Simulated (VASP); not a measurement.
The system is AlP.

```
Al P
1.0
     0.00000    2.72005    2.72005
     2.72005    0.00000    2.72005
     2.72005    2.72005    0.00000
Al P
1 1
Direct
  0.00000 0.00000 0.00000
  0.75000 0.75000 0.75000
```

Base run:

| Quantity | Value |
| --- | --- |
| Program | VASP 6.6.1 |
| Functional | RPBE |
| Potentials or basis | VASP PAW PBE potentials, release 64 (Al, P) |
| Cutoff | 500 eV |
| k mesh | 8 × 8 × 8 |
| Occupations | gaussian, width 0.02 eV |
| Spin | no spin polarisation |

Its results: band gap on the k mesh 1.64 eV, indirect (least direct gap 3.54 eV); pressure 4.8 GPa.

The run is repeated on the same cell with these changes: functional from RPBE to PBE. What comes out?

Band gap on the k mesh 1.56 eV, indirect (least direct gap 3.40 eV); pressure 3.2 GPa.

PBE binds more tightly than RPBE, so the same cell stands under less pressure.

Caveats: the PAW data sets were made with another functional, which shifts forces and pressure a little (some runs).

A k mesh can miss the band edges.
